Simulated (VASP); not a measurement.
# MgS (Niningerite) in VASP: further runs

MgS (Niningerite) is run at these levels: PBE, HSE06; tasks: single point.

Everything below comes from runs of VASP 6.6.1. Logs are shortened: lines on timing, memory, paths and dates and some standing lists are left out, and cuts for length are marked.

### 1 The cell of the first run

It takes space group I4/mmm (No. 139, tetragonal). The conventional cell has a = 3.679 Å, b = 3.679 Å, c = 5.487 Å, α = 90.00°, β = 90.00°, γ = 90.00°. Mg (site symmetry 4/mmm) has 6 S at 2.60 to 2.74 Å within 3.4 Å. S (site symmetry 4/mmm) has 6 Mg at 2.60 to 2.74 Å within 3.4 Å.

### 2 Single point, PBE (uniaxial z strain +5.5%)

File INCAR:

```
  PREC = Accurate
  ENCUT = 520
  EDIFF = 1E-6
  ISMEAR = -1
  SIGMA = 0.02
  LREAL = False
  LASPH = True
  NELM = 100
  ALGO = Normal
  ISIF = 2
  LWAVE = False
  LCHARG = False
  GGA = PE
  NBANDS = 11
```

File KPOINTS:

```
Automatic mesh
0
Gamma
  8 8 8
```

File POSCAR:

```
MgS
1.0
    0.0000000000      2.6015177399      2.7433004567
    2.6015177399      0.0000000000      2.7433004567
    2.6015177399      2.6015177399      0.0000000000
Mg S
1 1
Direct
    0.0000000000      0.0000000000      0.0000000000
    0.5000000000      0.5000000000      0.5000000000
```

Potentials or basis: VASP PAW PBE potentials, release 64 (Mg, S).

Run with:

```console
$ cat potpaw_PBE.64/Mg/POTCAR potpaw_PBE.64/S/POTCAR > POTCAR
$ mpirun -np 1 vasp_std > vasp.out
```

OUTCAR:

```text
PREC = Accurate
   ENCUT = 520
   EDIFF = 1E-6
   ISMEAR = -1
   LREAL = False
   LASPH = True
   NELM = 100
   ISIF = 2
   GGA = PE

 ion  position               nearest neighbor table
   1  0.000  0.000  0.000-   2 2.60   2 2.60   2 2.60   2 2.60   2 2.74   2 2.74
   2  0.500  0.500  0.500-   1 2.60   1 2.60   1 2.60   1 2.60   1 2.74   1 2.74

  LATTYP: Found a body centered tetragonal cell.
 ALAT       =     3.6791016705
 C/A-ratio  =     1.4912882015

  Lattice vectors:

 A1 = (  -2.6015177399,   0.0000000000,   2.7433004567)
 A2 = (   2.6015177399,   0.0000000000,   2.7433004567)
 A3 = (   0.0000000000,   2.6015177399,  -2.7433004567)

Analysis of symmetry for initial positions (statically):
=====================================================================
 Subroutine PRICEL returns:
 Original cell was already a primitive cell.

 Routine SETGRP: Setting up the symmetry group for a
 body centered tetragonal supercell.

 Subroutine GETGRP returns: Found 16 space group operations
 (whereof 16 operations were pure point group operations)
 out of a pool of 16 trial point group operations.

The static configuration has the point symmetry D_4h.

Analysis of symmetry for dynamics (positions and initial velocities):
=====================================================================
 Subroutine PRICEL returns:
 Original cell was already a primitive cell.

 Routine SETGRP: Setting up the symmetry group for a
 body centered tetragonal supercell.

 Subroutine GETGRP returns: Found 16 space group operations
 (whereof 16 operations were pure point group operations)
 out of a pool of 16 trial point group operations.

The dynamic configuration has the point symmetry D_4h.

 Subroutine INISYM returns: Found 16 space group operations
 (whereof 16 operations are pure point group operations),
 and found     1 'primitive' translations

----------------------------------------------------------------------------------------

                                     Primitive cell

  volume of cell :      37.1327

  direct lattice vectors                    reciprocal lattice vectors
     0.000000000  2.601517740  2.743300457    -0.192195499  0.192195499  0.182262209
     2.601517740  0.000000000  2.743300457     0.192195499 -0.192195499  0.182262209
     2.601517740  2.601517740  0.000000000     0.192195499  0.192195499 -0.182262209

  length of vectors
     3.780686703  3.780686703  3.679101671     0.327257899  0.327257899  0.327257899

  position of ions in fractional coordinates (direct lattice)
     0.000000000  0.000000000  0.000000000
     0.500000000  0.500000000  0.500000000

  ion indices of the primitive-cell ions
   primitive index   ion index
                 1           1
                 2           2

----------------------------------------------------------------------------------------

 KPOINTS: Automatic mesh

Automatic generation of k-mesh.
 Grid dimensions read from file:
 generate k-points for:    8    8    8

 Generating k-lattice:

  Cartesian coordinates                     Fractional coordinates (reciprocal lattice)
    -0.024024437  0.024024437  0.022782776     0.125000000  0.000000000  0.000000000
     0.024024437 -0.024024437  0.022782776     0.000000000  0.125000000  0.000000000
     0.024024437  0.024024437 -0.022782776    -0.000000000 -0.000000000  0.125000000

  Length of vectors
     0.040907237  0.040907237  0.040907237

  Shift w.r.t. Gamma in fractional coordinates (k-lattice)
     0.000000000  0.000000000  0.000000000

 Subroutine IBZKPT returns following result:
 ===========================================

 Found     59 irreducible k-points:

 Following reciprocal coordinates:
            Coordinates               Weight
  0.000000  0.000000  0.000000      1.000000
  0.125000 -0.000000  0.000000      8.000000
  0.250000 -0.000000  0.000000      8.000000
  0.375000 -0.000000  0.000000      8.000000
  0.500000 -0.000000  0.000000      4.000000
  0.125000  0.125000  0.000000      2.000000
[... 16 lines left out ...]
  0.250000 -0.000000  0.125000     16.000000
  0.375000  0.000000  0.125000     16.000000
 [... further k-points ...]
   k-points           NKPTS =     59   k-points in BZ     NKDIM =     59   number of bands    NBANDS=     11
   number of dos      NEDOS =    301   number of ions     NIONS =      2
   total plane-waves  NPLWV =  21952
   dimension x,y,z NGX =    28 NGY =   28 NGZ =   28
   dimension x,y,z NGXF=    56 NGYF=   56 NGZF=   56
   ions per type =               1   1
   NGX,Y,Z   is equivalent  to a cutoff of  12.31, 12.31, 12.65 a.u.
   NGXF,Y,Z  is equivalent  to a cutoff of  24.62, 24.62, 25.30 a.u.
 SYSTEM =  unknown system
   PREC   = accura    normal or accurate (medium, high low for compatibility)
   ISTART =      0    job   : 0-new  1-cont  2-samecut
   ICHARG =      2    charge: 1-file 2-atom 10-const
   ISPIN  =      1    spin polarized calculation?
   LNONCOLLINEAR =      F non collinear calculations
[... 32 lines left out ...]
   IVDW    =     0    specifies the selected vdW correction
   LEPSILON=     F    determine dielectric tensor
   LRPA    =     F    only Hartree local field effects (RPA)
 non-spin polarized calculation
  energy-cutoff  :      520.00
  volume of cell :       37.13
 maximum number of plane-waves:      1014
   NGX = 15   NGY = 15   NGZ = 13

 number of electron       8.0000002 magnetization

 Free energy of the ion-electron system (eV)
  ---------------------------------------------------
  ext. energy  EPLUGINS =         0.00000000
  ---------------------------------------------------
  free energy    TOTEN  =        -8.47356849 eV

  energy without entropy =       -8.47356849  energy(sigma->0) =       -8.47356849

 E-fermi :   3.8293     XC(G=0):  -9.4678

 val. band max:        3.3946293366   @ k =   0.0000   0.0000   0.0000
 cond. band min:       5.8612904797   @ k =   0.5000   0.0000   0.5000
 fundamental gap:      2.4666611430
 Fermi energy:         3.8292974552

 k-point     1 :       0.0000    0.0000    0.0000
  band No.  band energies     occupation
      1      -9.1193      2.00000
      2       3.1900      2.00000
      3       3.1900      2.00000
      4       3.3946      2.00000
      5       6.5735      0.00000
      6      10.9077      0.00000
      7      11.4404      0.00000
      8      11.4404      0.00000
      9      13.1777      0.00000
     10      13.8978      0.00000
     11      15.1100      0.00000

 k-point     2 :       0.1250   -0.0000    0.0000
  band No.  band energies     occupation
      1      -8.9808      2.00000
      2       2.2326      2.00000
      3       3.1242      2.00000
      4       3.2229      2.00000
      5       7.3925      0.00000
      6      10.8612      0.00000
      7      11.2700      0.00000
      8      11.6886      0.00000
      9      12.6272      0.00000
     10      13.1422      0.00000
     11      15.4974      0.00000

 k-point     3 :       0.2500   -0.0000    0.0000
  band No.  band energies     occupation
      1      -8.6087      2.00000
      2       0.5761      2.00000
      3       2.9641      2.00000
      4       2.9785      2.00000
      5       8.0086      0.00000
      6      10.7005      0.00000
      7      11.3087      0.00000
      8      11.3315      0.00000
      9      13.4299      0.00000
     10      13.5084      0.00000
     11      14.8629      0.00000

 k-point     4 :       0.3750   -0.0000    0.0000
  band No.  band energies     occupation
      1      -8.1615      2.00000
      2      -0.7668      2.00000
      3       2.7401      2.00000
      4       2.8486      2.00000
      5       7.8272      0.00000
      6      10.1183      0.00000
      7      10.6350      0.00000
      8      12.4842      0.00000
      9      14.6068      0.00000
     10      15.2914      0.00000
     11      15.4810      0.00000
[... 239 lines left out ...]
 k-point    22 :       0.1250    0.0000    0.1250
  band No.  band energies     occupation
      1      -8.9271      2.00000
      2       2.2069      2.00000
      3       2.8390      2.00000
      4       3.1079      2.00000
      5       7.7201      0.00000
      6      10.4265      0.00000
      7      11.6406      0.00000
      8      11.8612      0.00000
      9      11.9006      0.00000
     10      13.6122      0.00000
     11      15.8485      0.00000

 k-point    23 :       0.2500   -0.0000    0.1250
  band No.  band energies     occupation
      1      -8.6271      2.00000
      2       0.9777      2.00000
      3       2.6308      2.00000
      4       2.8285      2.00000
      5       8.4517      0.00000
      6      10.0808      0.00000
      7      10.7620      0.00000
      8      11.7956      0.00000
      9      12.8398      0.00000
     10      14.1636      0.00000
     11      16.1892      0.00000

 k-point    24 :       0.3750    0.0000    0.1250
  band No.  band energies     occupation
      1      -8.1980      2.00000
      2      -0.3425      2.00000
      3       2.4504      2.00000
      4       2.5224      2.00000
      5       8.3605      0.00000
      6       9.9103      0.00000
      7      11.0523      0.00000
      8      11.3781      0.00000
      9      14.2439      0.00000
     10      15.9710      0.00000
     11      16.0939      0.00000

 [... further k-points ...]
[... 5 lines left out ...]
  --------------------------------------------------------------------------------------
  -------------------------------------------------------------------------------------
  Total       -0.2844144     -0.2844144     -1.1558249      0.0000000      0.0000000      0.0000000
  in kB      -12.2717124    -12.2717124    -49.8707229      0.0000000      0.0000000      0.0000000
  external PRESSURE =     -24.8047159 kB  Pullay stress =       0.0000000 kB

 VOLUME and BASIS-vectors are now :
 -----------------------------------------------------------------------------
  energy-cutoff  :      520.00
  volume of cell :       37.13
      direct lattice vectors                 reciprocal lattice vectors
     0.000000000  2.601517740  2.743300457    -0.192195499  0.192195499  0.182262209
     2.601517740  0.000000000  2.743300457     0.192195499 -0.192195499  0.182262209
     2.601517740  2.601517740  0.000000000     0.192195499  0.192195499 -0.182262209

 POSITION                                       TOTAL-FORCE (eV/Angst)
 -----------------------------------------------------------------------------------
      0.00000      0.00000      0.00000         0.000000      0.000000      0.000000
      2.60152      2.60152      2.74330         0.000000      0.000000      0.000000
 -----------------------------------------------------------------------------------
    total drift:                                0.000000      0.000000      0.000000

  FREE ENERGIE OF THE ION-ELECTRON SYSTEM (eV)
  ---------------------------------------------------
  free  energy   TOTEN  =        -8.4735684873 eV

  energy  without entropy=       -8.4735684873  energy(sigma->0) =       -8.47356849
```

It took 10 s on 1 thread of Intel Xeon 6975P-C (Granite Rapids), shared host; peak memory 0.16 GiB.

Results:

```yaml
Free_energy: -8.4736 eV
Pressure: -2.5 GPa
Band_gap_on_the_k_mesh: 2.47 eV, indirect (least direct gap 3.18 eV)
```

Stress tensor (GPa, compression positive):
```
-1.23  0.00  0.00
 0.00 -1.23  0.00
 0.00  0.00 -4.99
```

Caveat: the cell differs from its parent crystal (uniaxial z strain +5.5%). A k mesh can miss the band edges.

### 3 Single point, PBE (shear xy strain +1.7%)

File INCAR:

```
  PREC = Accurate
  ENCUT = 520
  EDIFF = 1E-6
  ISMEAR = -1
  SIGMA = 0.02
  LREAL = F
  LASPH = T
  NELM = 60
  ALGO = Normal
  ISIF = 2
  LWAVE = F
  LCHARG = F
  GGA = PE
  NBANDS = 11
```

KPOINTS is that of step 2.

File POSCAR:

```
MgS
1.0
    0.0219828249      2.6015177399      2.6015177399
    2.6015177399      0.0219828249      2.6015177399
    2.6235005648      2.6235005648      0.0000000000
Mg S
1 1
Direct
    0.0000000000      0.0000000000      0.0000000000
    0.5000000000      0.5000000000      0.5000000000
```

Potentials or basis: VASP PAW PBE potentials, release 64 (Mg, S).

Run with:

```console
$ cat potpaw_PBE.64/Mg/POTCAR potpaw_PBE.64/S/POTCAR > POTCAR
$ mpirun -np 1 vasp_std > vasp.out
```

It took 16 s on 1 thread of Intel Xeon 6975P-C (Granite Rapids), shared host; peak memory 0.17 GiB.

Results (log left out):

```yaml
Free_energy: -8.5001 eV
Pressure: 0.9 GPa
Band_gap_on_the_k_mesh: 2.69 eV, indirect (least direct gap 3.63 eV)
```

Stress tensor (GPa, compression positive):
```
 0.89 -0.93  0.00
-0.93  0.89  0.00
 0.00  0.00  0.86
```

Levels at points of the mesh, in eV from the valence-band top:
```
           k point  band 2  band 3  band 4  band 5  band 6  band 7
(0.00, 0.00, 0.00)   -0.15   -0.08    0.00    3.63    7.74    7.88
(0.50, 0.00, 0.00)   -4.88   -0.74   -0.67    4.41    6.71    6.82
(0.50, 0.50, 0.00)   -4.27   -1.87   -1.65    2.69    4.33   11.93
(0.00, 0.00, 0.50)   -4.93   -0.66   -0.59    4.53    6.84    6.95
(0.50, 0.00, 0.50)   -4.27   -1.76   -1.76    2.70    4.32   11.90
```

Caveat: the cell differs from its parent crystal (shear xy strain +1.7%). A k mesh can miss the band edges.

### 4 Single point, HSE06 (uniaxial z strain +5.5%)

File POSCAR:

```
MgS
1.0
    0.0000000000      2.6015177399      2.7433004567
    2.6015177399      0.0000000000      2.7433004567
    2.6015177399      2.6015177399      0.0000000000
Mg S
1 1
Direct
    0.0000000000      0.0000000000      0.0000000000
    0.5000000000      0.5000000000      0.5000000000
```

File INCAR.step1:

```
SYSTEM = MgS
PREC     = Accurate       ! precision mode
ENCUT    = 520            ! plane-wave cutoff, eV
EDIFF    = 1E-5           ! SCF threshold, eV
ISMEAR   = 0              ! smearing method
SIGMA    = 0.01           ! smearing width, eV
LREAL    = .FALSE.        ! projectors in reciprocal space
LASPH    = .TRUE.         ! aspherical terms in the spheres
NELM     = 80             ! most SCF steps
ALGO     = Normal         ! electronic algorithm
ISIF     = 2              ! what is computed and relaxed
LWAVE    = .TRUE.         ! write WAVECAR
LCHARG   = .FALSE.        ! write CHGCAR
GGA      = PE             ! functional
NBANDS   = 11             ! bands
```

File INCAR.step2:

```
SYSTEM = MgS
PREC     = Accurate       ! precision mode
ENCUT    = 520            ! plane-wave cutoff, eV
EDIFF    = 1E-6           ! SCF threshold, eV
ISMEAR   = 0              ! smearing method
SIGMA    = 0.01           ! smearing width, eV
LREAL    = .FALSE.        ! projectors in reciprocal space
LASPH    = .TRUE.         ! aspherical terms in the spheres
NELM     = 80             ! most SCF steps
ALGO     = Normal         ! electronic algorithm
ISIF     = 2              ! what is computed and relaxed
LWAVE    = .FALSE.        ! write WAVECAR
LCHARG   = .FALSE.        ! write CHGCAR
GGA      = PE             ! functional
LHFCALC  = .TRUE.         ! exact exchange
HFSCREEN = 0.2079         ! screening, 1/A
PRECFOCK = Normal       
ISTART   = 1            
NBANDS   = 11             ! bands
```

File KPOINTS:

```
Automatic mesh
0
G
  6 6 6
  0 0 0
```

Run with:

```console
$ cat potpaw_PBE.64/Mg/POTCAR potpaw_PBE.64/S/POTCAR > POTCAR
$ cp INCAR.step1 INCAR
$ mpirun -np 1 vasp_std > vasp.out
$ cp INCAR.step2 INCAR
$ mpirun -np 1 vasp_std > vasp.out
```

It took 9 min on 1 thread of Intel Xeon 6975P-C (Granite Rapids), shared host; peak memory 0.28 GiB.

It converged, with:

```
Free energy            : -9.8406 eV
Pressure               : -4.0 GPa
Band gap on the k mesh : 3.41 eV, indirect (least direct gap 4.22 eV)
```

Stress tensor (GPa, compression positive):
```
-2.85  0.00  0.00
 0.00 -2.85  0.00
 0.00  0.00 -6.42
```

Levels at points of the mesh, in eV from the valence-band top:
```tsv
k point	band 2	band 3	band 4	band 5	band 6	band 7
(0.00, 0.00, 0.00)	-0.23	-0.23	0.00	4.22	8.63	9.18
(0.50, 0.00, 0.00)	-5.12	-0.81	-0.66	5.28	7.62	8.12
(0.50, 0.50, 0.00)	-4.47	-1.71	-1.71	3.69	5.47	12.45
(0.50, 0.00, 0.50)	-4.44	-2.19	-1.69	3.41	5.29	13.00
```

Caveat: the cell differs from its parent crystal (uniaxial z strain +5.5%); the PAW data sets were made with another functional, which shifts forces and pressure a little. A k mesh can miss the band edges.

### 5 Single point, HSE06 (shear xy strain +1.7%)

File POSCAR:

```
MgS
1.0
    0.0219828249      2.6015177399      2.6015177399
    2.6015177399      0.0219828249      2.6015177399
    2.6235005648      2.6235005648      0.0000000000
Mg S
1 1
Direct
    0.0000000000      0.0000000000      0.0000000000
    0.5000000000      0.5000000000      0.5000000000
```

File INCAR.step1:

```
SYSTEM = MgS
PREC = Accurate
ENCUT = 520
EDIFF = 1E-5
ISMEAR = 0
SIGMA = 0.01
LREAL = .False.
LASPH = .True.
NELM = 60
ALGO = Normal
ISIF = 2
LWAVE = .True.
LCHARG = .False.
NBANDS = 11
GGA = PE
```

File INCAR.step2:

```
SYSTEM = MgS
PREC = Accurate
ENCUT = 520
EDIFF = 1E-6
ISMEAR = 0
SIGMA = 0.01
LREAL = .False.
LASPH = .True.
NELM = 60
ALGO = Normal
ISIF = 2
LWAVE = .False.
LCHARG = .False.
GGA = PE
LHFCALC = .True.
HFSCREEN = 0.2079
PRECFOCK = Normal
NBANDS = 11
ISTART = 1
```

File KPOINTS:

```
Automatic mesh
0
Gamma
  6 6 6
  0 0 0
```

Run with:

```console
$ cat potpaw_PBE.64/Mg/POTCAR potpaw_PBE.64/S/POTCAR > POTCAR
$ cp INCAR.step1 INCAR
$ mpirun -np 1 vasp_std > vasp.out
$ cp INCAR.step2 INCAR
$ mpirun -np 1 vasp_std > vasp.out
```

Wall time 14 min (1 thread of Intel Xeon 6975P-C (Granite Rapids), shared host); peak memory 0.29 GiB.

It converged, with:

```yaml
Free_energy: -9.8852 eV
Pressure: -0.7 GPa
Band_gap_on_the_k_mesh: 3.66 eV, indirect (least direct gap 4.71 eV)
```

Stress tensor (GPa, compression positive):
```
-0.70 -0.98  0.00
-0.98 -0.70  0.00
 0.00  0.00 -0.73
```

Levels at points of the mesh, in eV from the valence-band top:
| k point | band 1 | band 2 | band 3 | band 4 | band 5 | band 6 | band 7 | band 8 | band 9 |
| --- | --- | --- | --- | --- | --- | --- | --- | --- | --- |
| (0.00, 0.00, 0.00) | -14.04 | -0.16 | -0.08 | 0.00 | 4.71 | 8.88 | 9.03 | 9.17 | 11.61 |
| (0.50, 0.00, 0.00) | -12.59 | -5.32 | -0.80 | -0.73 | 5.41 | 7.85 | 7.96 | 11.49 | 13.47 |
| (0.50, 0.50, 0.00) | -12.20 | -4.68 | -2.04 | -1.81 | 3.66 | 5.27 | 13.44 | 14.26 | 14.81 |
| (0.00, 0.00, 0.50) | -12.64 | -5.38 | -0.72 | -0.65 | 5.53 | 7.98 | 8.10 | 11.53 | 13.41 |
| (0.50, 0.00, 0.50) | -12.20 | -4.68 | -1.93 | -1.92 | 3.67 | 5.26 | 13.42 | 14.25 | 14.84 |

Caveat: the cell differs from its parent crystal (shear xy strain +1.7%); the PAW data sets were made with another functional, which shifts forces and pressure a little. A k mesh can miss the band edges.

### 6 Summary

| level | cell | k mesh | smearing | grid for exact exchange (PRECFOCK) | screening parameter | gap on the mesh (eV) | pressure (GPa) |
| --- | --- | --- | --- | --- | --- | --- | --- |
| PBE | a = 3.781, b = 3.781, c = 3.679 Å, angles 60.9, 60.9, 58.2°, 2 atoms | 8 × 8 × 8 | fermi-dirac 0.02 eV | - | - | 2.47 | -2.5 |
| PBE | a = 3.679, b = 3.679, c = 3.710 Å, angles 59.7, 59.7, 59.4°, 2 atoms | 8 × 8 × 8 | fermi-dirac 0.02 eV | - | - | 2.69 | 0.9 |
| HSE06 | a = 3.781, b = 3.781, c = 3.679 Å, angles 60.9, 60.9, 58.2°, 2 atoms | 6 × 6 × 6 | gaussian 0.01 eV | Normal | 0.2079 1/Å | 3.41 | -4.0 |
| HSE06 | a = 3.679, b = 3.679, c = 3.710 Å, angles 59.7, 59.7, 59.4°, 2 atoms | 6 × 6 × 6 | gaussian 0.01 eV | Normal | 0.2079 1/Å | 3.66 | -0.7 |

Alike in all rows: task single point; potentials or basis VASP PAW PBE potentials, release 64 (Mg, S); no spin polarisation; cutoff (eV) 520.

Caveats: the PAW data sets were made with another functional, which shifts forces and pressure a little (some runs).

Absolute energies hang on the potentials; compare differences alone.
